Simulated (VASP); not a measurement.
Crystal: ZnO.

```
Zn O
1.0
     3.27756    0.00000    0.00000
    -1.63878    2.83845    0.00000
     0.00000    0.00000    5.09811
Zn O
2 2
Direct
  0.33333 0.66667 0.99818
  0.66667 0.33333 0.49818
  0.33333 0.66667 0.38825
  0.66667 0.33333 0.88825
```

| Quantity | Value |
| --- | --- |
| Program | VASP 6.6.1 |
| Task | relaxation of cell and atoms |
| Functional | r2SCAN |
| Potentials or basis | VASP PAW PBE potentials, release 64 (Zn, O) |
| Cutoff | 600 eV |
| k mesh | 12 × 12 × 6 |
| Occupations | gaussian, width 0.02 eV |
| Spin | no spin polarisation |

At the start: pressure 0.0 GPa; volume 11.86 Å³/atom.

How do energy, volume and symmetry change on relaxing?

Over 11 steps the energy falls by 3.2 meV/atom and the volume is 11.87 Å³/atom (+0.1 %); space group P6_3mc (No. 186, to 0.1 Å) before and after.

Step by step:
```csv
step,energy change (eV),largest force (eV/Å),pressure (GPa),volume (Å³)
1,0.0000,0.0242,0.00,47.43
2,-0.0044,0.1061,0.04,47.43
3,-0.0049,0.1438,0.07,47.43
4,-0.0088,0.0996,-0.02,47.47
5,-0.0119,0.0688,-0.32,47.58
6,-0.0125,0.0018,-0.17,47.54
7,-0.0126,0.0114,-0.22,47.55
8,-0.0126,0.0139,-0.24,47.56
9,-0.0127,0.0044,0.30,47.38
10,-0.0128,0.0035,0.13,47.44
11,-0.0128,0.0065,0.05,47.47
```

Final structure:
```
Zn O
1.0
     3.23775    0.00000    0.00000
    -1.61887    2.80397    0.00000
     0.00000    0.00000    5.22906
Zn O
2 2
Direct
  0.33333 0.66667 0.00390
  0.66667 0.33333 0.50390
  0.33333 0.66667 0.38253
  0.66667 0.33333 0.88253
```

Caveat: the PAW data sets were made with another functional, which shifts forces and pressure a little.
